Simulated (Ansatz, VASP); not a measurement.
**HfGa2As2 in VASP and in Ansatz**

```
CELL_PARAMETERS angstrom
4.59669 0.00000 0.00000
-2.29834 3.98085 0.00000
0.00000 0.00000 5.85410
ATOMIC_POSITIONS crystal
Hf 0.66667 0.33333 0.00000
Ga 0.66667 0.33333 0.50000
Ga 0.00000 0.00000 0.00000
As 0.33333 0.66667 0.74007
As 0.33333 0.66667 0.25993
```

Change from the starting cell: species swapped into the Sr2ZnSb2 type (P-6m2, No. 187).

Alike in both runs: functional PBE; k mesh 6 × 6 × 2; occupations gaussian, width 0.1 eV; no spin polarisation.

Ansatz relaxed the structure, and its values are those at the end. VASP's run is a single point on that final structure, the one shown.

```csv
,VASP,Ansatz
version,VASP 6.6.1,Ansatz 0.2.0
potentials or method,"VASP PAW PBE potentials, release 64 (Hf_pv, Ga_d, As), cutoff 520 eV","scalar-relativistic, plane waves, PAW"
valence electrons in the cell,46,82
```

Ansatz gave:

* gap on the k mesh at the Fermi level (eV): none
* pressure (GPa): 0.0
* rms of the force components (eV/Å): 0.009

Problem. Estimate VASP's values.

Solution. gap on the k mesh at the Fermi level (eV): none; pressure (GPa): -0.1; rms of the force components (eV/Å): 0.011.

A gap of «none» marks a metal or a gap that the smearing closes. VASP's potentials hold 46 valence electrons a cell and Ansatz's 82, so a difference there can come from the potentials and not from the codes.

The k mesh is coarse, so the values compare programs but aren't converged. Spin-orbit coupling is off throughout.
